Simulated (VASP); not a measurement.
A run of VASP 6.6.1:

File INCAR:

```
  PREC = Accurate
  ENCUT = 500
  EDIFF = 1E-6
  ISMEAR = -1
  SIGMA = 0.05
  LREAL = False
  LASPH = True
  NELM = 120
  ALGO = Normal
  ISIF = 2
  LWAVE = False
  LCHARG = False
  GGA = PE
  NBANDS = 13
  GGA_COMPAT = False
```

Contents of KPOINTS:

```
Automatic mesh
0
Gamma
  14 14 14
```

The input POSCAR:

```
Pb
1.0
    0.0000000000      2.4151313933      2.4151313933
    2.4151313933      0.0000000000      2.4151313933
    2.4151313933      2.4151313933      0.0000000000
Pb
1
Direct
    0.0000000000      0.0000000000      0.0000000000
```

Potentials or basis: VASP PAW PBE potentials, release 64 (Pb_d).

Command:

```bash
$ cat potpaw_PBE.64/Pb_d/POTCAR > POTCAR
$ mpirun -np 1 vasp_std > vasp.out
```

Hardware: 1 thread of AMD EPYC 9R14 (Zen 4), with other jobs on the host.

Question: Estimate the wall time of this run.

Answer: It took 22 s on 1 thread of AMD EPYC 9R14 (Zen 4), on a shared host, peak memory 0.14 GiB. Counts: scf iterations 11, k points 104.
